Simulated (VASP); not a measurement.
# KMgF3 (P1) in VASP: single point with PBE

Aim: the single point of KMgF3 with PBE.

Program: VASP 6.6.1. These are calculated values, not measurements. Logs are shortened: lines on timing, memory, paths and dates and some standing lists are left out, and cuts for length are marked.

**1. The cell of the first run**

The typed cell holds 10 atoms: a = 5.702 Å, b = 4.040 Å, c = 5.711 Å, α = 90.05°, β = 90.03°, γ = 89.95°.

**2. Single point, PBE**

File INCAR:

```
PREC = Accurate ; ENCUT = 520
EDIFF = 1E-6 ; ISMEAR = 0
SIGMA = 0.0108 ; LREAL = False
LASPH = True ; NELM = 100
ALGO = Normal ; ISIF = 2
LWAVE = False ; LCHARG = False
GGA = PE ; NBANDS = 43
```

File KPOINTS:

```
Automatic mesh
0
Gamma
  3 5 3
  0 0.5 0
```

File POSCAR:

```
KMgF3
1.0
    4.0311050000      0.0023860000     -4.0333220000
    0.0000540000      4.0396940000     -0.0023320000
    4.0370980000     -0.0022780000      4.0393150000
K Mg F
2 2 6
Direct
    0.0051120000      0.4958760000      0.5014890000
    0.4947240000      0.5013070000      0.0033510000
    0.0031430000      0.9931040000      0.9979790000
    0.4917440000      0.9994000000      0.5010740000
    0.2499300000      0.0067790000      0.2436860000
    0.7575620000      0.0010970000      0.7528810000
    0.9967000000      0.5194880000      0.0090380000
    0.5028930000      0.5052340000      0.4961120000
    0.2485550000      0.9941720000      0.7527590000
    0.7426290000      0.9960120000      0.2488000000
```

Potentials or basis: VASP PAW PBE potentials, release 64 (K_sv, Mg, F).

The run is started by

```
cat potpaw_PBE.64/K_sv/POTCAR potpaw_PBE.64/Mg/POTCAR potpaw_PBE.64/F/POTCAR > POTCAR
mpirun -np 1 vasp_std > vasp.out
```

OUTCAR:

```text
PREC = Accurate
   ENCUT = 520
   EDIFF = 1E-6
   ISMEAR = 0
   LREAL = False
   LASPH = True
   NELM = 100
   ISIF = 2
   GGA = PE

 ion  position               nearest neighbor table
   1  0.005  0.496  0.501-   7 2.81   5 2.83   9 2.83   8 2.84   6 2.84   9 2.84   4 3.42   4 3.44
                             3 3.47   3 3.49   3 3.51   3 3.52   4 3.55   4 3.56
   2  0.495  0.501  0.003-   5 2.80   8 2.81  10 2.82   9 2.82   5 2.83   7 2.84  10 2.85   3 3.43
                             3 3.48   4 3.48   4 3.49   4 3.51   4 3.51   3 3.52   3 3.55
   3  0.003  0.993  0.998-   7 1.91   6 1.98   9 1.98   5 1.99  10 2.06   7 2.13   2 3.43   1 3.47
                             2 3.48   1 3.49   1 3.51   2 3.52   1 3.52   2 3.55
   4  0.492  0.999  0.501-   8 2.00   9 2.00   5 2.02  10 2.03   8 2.04   6 2.09   1 3.42   1 3.44
                             2 3.48   2 3.49   2 3.51   2 3.51   1 3.55   1 3.56
   5  0.250  0.007  0.244-   3 1.99   4 2.02   2 2.80   2 2.83   1 2.83
   6  0.758  0.001  0.753-   3 1.98   4 2.09   1 2.84
   7  0.997  0.519  0.009-   3 1.91   3 2.13   1 2.81   2 2.84
   8  0.503  0.505  0.496-   4 2.00   4 2.04   2 2.81   1 2.84
   9  0.249  0.994  0.753-   3 1.98   4 2.00   2 2.82   1 2.83   1 2.84
  10  0.743  0.996  0.249-   4 2.03   3 2.06   2 2.82   2 2.85

  LATTYP: Found a triclinic cell.
 ALAT       =     4.0396946735
 B/A-ratio  =     1.7292307596
 C/A-ratio  =     1.4136927494
 COS(alpha) =     0.0000126974
 COS(beta)  =     0.0007977421
 COS(gamma) =     0.5776092382

  Lattice vectors:

 A1 = (  -0.0000540000,  -4.0396940000,   0.0023320000)
 A2 = (   4.0310510000,  -4.0373080000,  -4.0309900000)
 A3 = (   4.0370980000,  -0.0022780000,   4.0393150000)

Analysis of symmetry for initial positions (statically):
=====================================================================
 Subroutine PRICEL returns:
 Original cell was already a primitive cell.

 Routine SETGRP: Setting up the symmetry group for a
 triclinic supercell.

 Subroutine GETGRP returns: Found  1 space group operations
 (whereof  1 operations were pure point group operations)
 out of a pool of  2 trial point group operations.

The static configuration has the point symmetry C_1 .

Analysis of symmetry for dynamics (positions and initial velocities):
=====================================================================
 Subroutine PRICEL returns:
 Original cell was already a primitive cell.

 Routine SETGRP: Setting up the symmetry group for a
 triclinic supercell.

 Subroutine GETGRP returns: Found  1 space group operations
 (whereof  1 operations were pure point group operations)
 out of a pool of  2 trial point group operations.

The dynamic configuration has the point symmetry C_1 .

 Subroutine INISYM returns: Found  1 space group operations
 (whereof  1 operations are pure point group operations),
 and found     1 'primitive' translations

----------------------------------------------------------------------------------------

                                     Primitive cell

  volume of cell :     131.5559

  direct lattice vectors                    reciprocal lattice vectors
     4.031105000  0.002386000 -4.033322000     0.124035420 -0.000073221 -0.123967383
     0.000054000  4.039694000 -0.002332000    -0.000003420  0.247543585  0.000143022
     4.037098000 -0.002278000  4.039315000     0.123851390  0.000069801  0.123783354

  length of vectors
     5.702411733  4.039694673  5.710887069     0.175364486  0.247543626  0.175104228

  position of ions in fractional coordinates (direct lattice)
     0.005112000  0.495876000  0.501489000
     0.494724000  0.501307000  0.003351000
     0.003143000  0.993104000  0.997979000
     0.491744000  0.999400000  0.501074000
     0.249930000  0.006779000  0.243686000
     0.757562000  0.001097000  0.752881000
     0.996700000  0.519488000  0.009038000
     0.502893000  0.505234000  0.496112000
     0.248555000  0.994172000  0.752759000
     0.742629000  0.996012000  0.248800000

  ion indices of the primitive-cell ions
   primitive index   ion index
                 1           1
                 2           2
                 3           3
                 4           4
                 5           5
                 6           6
                 7           7
                 8           8
                 9           9
                10          10

----------------------------------------------------------------------------------------

 KPOINTS: Automatic mesh

Automatic generation of k-mesh.
 Grid dimensions read from file:
 generate k-points for:    3    5    3

 Generating k-lattice:

  Cartesian coordinates                     Fractional coordinates (reciprocal lattice)
     0.041345140 -0.000024407 -0.041322461     0.333333333  0.000000000 -0.000000000
    -0.000000684  0.049508717  0.000028604    -0.000000000  0.200000000  0.000000000
     0.041283797  0.000023267  0.041261118     0.000000000  0.000000000  0.333333333

  Length of vectors
     0.058454829  0.049508725  0.058368076

  Shift w.r.t. Gamma in fractional coordinates (k-lattice)
     0.000000000  0.500000000  0.000000000

 Subroutine IBZKPT returns following result:
 ===========================================

 Found     23 irreducible k-points:

 Following reciprocal coordinates:
            Coordinates               Weight
 -0.000000  0.100000  0.000000      2.000000
  0.333333  0.100000 -0.000000      2.000000
 -0.333333  0.100000  0.000000      2.000000
  0.000000  0.300000  0.000000      2.000000
  0.333333  0.300000  0.000000      2.000000
 -0.333333  0.300000  0.000000      2.000000
[... 15 lines left out ...]
  0.333333 -0.100000  0.333333      2.000000
 -0.333333 -0.100000  0.333333      2.000000
   k-points           NKPTS =     23   k-points in BZ     NKDIM =     23   number of bands    NBANDS=     43
   number of dos      NEDOS =    301   number of ions     NIONS =     10
   total plane-waves  NPLWV =  52920
   dimension x,y,z NGX =    42 NGY =   30 NGZ =   42
   dimension x,y,z NGXF=    84 NGYF=   60 NGZF=   84
   ions per type =               2   2   6
   NGX,Y,Z   is equivalent  to a cutoff of  12.24, 12.35, 12.23 a.u.
   NGXF,Y,Z  is equivalent  to a cutoff of  24.49, 24.69, 24.45 a.u.
 SYSTEM =  unknown system
   PREC   = accura    normal or accurate (medium, high low for compatibility)
   ISTART =      0    job   : 0-new  1-cont  2-samecut
   ICHARG =      2    charge: 1-file 2-atom 10-const
   ISPIN  =      1    spin polarized calculation?
   LNONCOLLINEAR =      F non collinear calculations
   LSORBIT =      F    spin-orbit coupling
   LASPH  =      T    aspherical Exc in radial PAW
   ENCUT  =  520.0 eV  38.22 Ry    6.18 a.u.  10.60  7.51 10.62*2*pi/ulx,y,z
   NELM   =    100;   NELMIN=  2; NELMDL= -5     # of ELM steps
   EDIFF  = 0.1E-05   stopping-criterion for ELM
   LREAL  =      F    real-space projection
   EDIFFG = 0.1E-04   stopping-criterion for IOM
   NSW    =      0    number of steps for IOM
   IBRION =     -1    ionic relax: 0-MD 1-quasi-New 2-CG
   NFREE  =      0    steps in history (QN), initial steepest desc. (CG)
   ISIF   =      2    stress and relaxation
   ISYM   =      2    0-nonsym 1-usesym 2-fastsym
   POTIM  = 0.5000    time-step for ionic-motion
   TEBEG  =    0.0;   TEEND  =   0.0 temperature during run
   PSTRESS=    0.0 pullay stress
   NELECT =      64.0000    total number of electrons
   NUPDOWN=      -1.0000    fix difference up-down
   EMIN   =  10.00;   EMAX   =-10.00  energy-range for DOS
   EFERMI =   0.00;   METHOD = LEGACY
   ISMEAR =     0;   SIGMA  =   0.01  broadening in eV -4-tet -1-fermi 0-gaus
   EFERMI_NEDOS =   21; number of points for ismear=-14 and -15
   IALGO  =     38    algorithm
   IMIX   =      4    mixing-type and parameters
     AMIX     =   0.40;   BMIX     =  1.00
     AMIX_MAG =   1.60;   BMIX_MAG =  1.00
  volume/ion in A,a.u.               =      13.16        88.78
  Fermi-wavevector in a.u.,A,eV,Ry     =   1.287552  2.433120 22.555598  1.657790
  Thomas-Fermi vector in A             =   2.419559
   LORBIT       =      0    0 simple, 1 ext, 2 COOP (PROOUT), +10 PAW based schemes
   GGA     = PE    functional components
   LHFCALC =     F    Hartree Fock is set to
   AEXX    =    0.0000 exact exchange contribution
   IVDW    =     0    specifies the selected vdW correction
   LEPSILON=     F    determine dielectric tensor
   LRPA    =     F    only Hartree local field effects (RPA)
 non-spin polarized calculation
 Gauss-broadening in eV      SIGMA  =   0.01
  energy-cutoff  :      520.00
  volume of cell :      131.56
 maximum number of plane-waves:      3561
 NGX is ok and might be reduce to    42
   NGX = 21   NGY = 15   NGZ = 21

 number of electron      64.0000005 magnetization

 Free energy of the ion-electron system (eV)
  ---------------------------------------------------
  ext. energy  EPLUGINS =         0.00000000
  ---------------------------------------------------
  free energy    TOTEN  =       -48.78921721 eV

  energy without entropy =      -48.78921721  energy(sigma->0) =      -48.78921721

 E-fermi :  -1.6514     XC(G=0):  -9.4946

 val. band max:       -1.7150989638   @ k =   0.0000   0.5000   0.0000
 cond. band min:       5.3935585207   @ k =  -0.0000   0.1000   0.0000
 fundamental gap:      7.1086574846
 Fermi energy:        -1.6513849669

 k-point     1 :      -0.0000    0.1000    0.0000
  band No.  band energies     occupation
      1     -27.5486      2.00000
      2     -27.4613      2.00000
      3     -21.8821      2.00000
      4     -21.5391      2.00000
      5     -21.4385      2.00000
      6     -21.3748      2.00000
[... 35 lines left out ...]
     42      10.4245      0.00000
     43      11.3682      0.00000

 k-point     2 :       0.3333    0.1000   -0.0000
  band No.  band energies     occupation
      1     -27.5443      2.00000
      2     -27.4634      2.00000
      3     -21.8506      2.00000
      4     -21.5600      2.00000
      5     -21.5114      2.00000
      6     -21.3173      2.00000
[... 35 lines left out ...]
     42      10.7135      0.00000
     43      10.8140      0.00000

 k-point     3 :      -0.3333    0.1000    0.0000
  band No.  band energies     occupation
      1     -27.5443      2.00000
      2     -27.4634      2.00000
      3     -21.8505      2.00000
      4     -21.5605      2.00000
      5     -21.5109      2.00000
      6     -21.3177      2.00000
[... 35 lines left out ...]
     42      10.6850      0.00000
     43      10.7972      0.00000

 k-point     4 :       0.0000    0.3000    0.0000
  band No.  band energies     occupation
      1     -27.5380      2.00000
      2     -27.4528      2.00000
      3     -21.8364      2.00000
      4     -21.5198      2.00000
      5     -21.4271      2.00000
      6     -21.3521      2.00000
[... 817 lines left out ...]
     42      10.7173      0.00000
     43      10.8398      0.00000

 k-point    22 :       0.3333   -0.1000    0.3333
  band No.  band energies     occupation
      1     -27.5423      2.00000
      2     -27.4632      2.00000
      3     -21.8105      2.00000
      4     -21.6473      2.00000
      5     -21.4613      2.00000
      6     -21.3358      2.00000
[... 35 lines left out ...]
     42      10.8214      0.00000
     43      10.9730      0.00000

 k-point    23 :      -0.3333   -0.1000    0.3333
  band No.  band energies     occupation
      1     -27.5423      2.00000
      2     -27.4631      2.00000
      3     -21.8075      2.00000
      4     -21.6588      2.00000
      5     -21.4299      2.00000
      6     -21.3644      2.00000
[... 35 lines left out ...]
     42      10.8257      0.00000
     43      10.9074      0.00000

------------------------ aborting loop because EDIFF is reached ----------------------------------------

  FORCE on cell =-STRESS in cart. coord.  units (eV):
  Direction    XX          YY          ZZ          XY          YZ          ZX
  --------------------------------------------------------------------------------------
  -------------------------------------------------------------------------------------
  Total        0.6241354      0.9575428      0.5500518     -0.0264254      0.0102537     -0.0372045
  in kB        7.6011461     11.6616083      6.6989055     -0.3218268      0.1248762     -0.4531022
  external PRESSURE =       8.6538866 kB  Pullay stress =       0.0000000 kB

 VOLUME and BASIS-vectors are now :
 -----------------------------------------------------------------------------
  energy-cutoff  :      520.00
  volume of cell :      131.56
      direct lattice vectors                 reciprocal lattice vectors
     4.031105000  0.002386000 -4.033322000     0.124035420 -0.000073221 -0.123967383
     0.000054000  4.039694000 -0.002332000    -0.000003420  0.247543585  0.000143022
     4.037098000 -0.002278000  4.039315000     0.123851390  0.000069801  0.123783354

 POSITION                                       TOTAL-FORCE (eV/Angst)
 -----------------------------------------------------------------------------------
      2.04519      2.00206      2.00390        -0.202324      0.033628      0.123541
      2.00784      2.02630     -1.98301         0.137767     -0.009712     -0.136508
      4.04166      4.00957      4.01616        -0.102922      0.664706      0.547330
      4.00521      4.03730      0.03830         0.345824      0.121188     -0.486043
      1.99128      0.02743     -0.02374         0.216785      0.025949      0.176458
      6.09327      0.00452     -0.01437        -0.467433      0.088512      0.042662
      4.05432      2.10093     -3.98472         0.001754     -0.971560     -0.165588
      4.03009      2.04106     -0.02555        -0.018503     -0.222964      0.245156
      4.04097      4.01503      2.03581        -0.028341      0.136824     -0.283258
      3.99810      4.02479     -1.99260         0.117393      0.133429     -0.063751
 -----------------------------------------------------------------------------------
    total drift:                                0.000293      0.000311      0.000461

  FREE ENERGIE OF THE ION-ELECTRON SYSTEM (eV)
  ---------------------------------------------------
  free  energy   TOTEN  =       -48.7892172111 eV

  energy  without entropy=      -48.7892172111  energy(sigma->0) =      -48.78921721
```

It took 98 s on 1 thread of Intel Xeon 8259CL, shared host; peak memory 0.25 GiB.

What came out:

```yaml
Free_energy: -48.7892 eV
Pressure: 0.9 GPa
Largest_force: 0.986 eV/Å
Band_gap_on_the_k_mesh: 7.11 eV
```

Forces in eV/Å, atoms in the order of the input:
```
K   -0.202  0.034  0.124
K    0.138 -0.010 -0.137
Mg  -0.103  0.665  0.547
Mg   0.346  0.121 -0.486
F    0.217  0.026  0.176
F   -0.467  0.089  0.043
F    0.002 -0.972 -0.166
F   -0.019 -0.223  0.245
F   -0.028  0.137 -0.283
F    0.117  0.133 -0.064
```

Caveat: a shifted mesh leaves out Γ, where band edges can lie. A k mesh can miss the band edges.
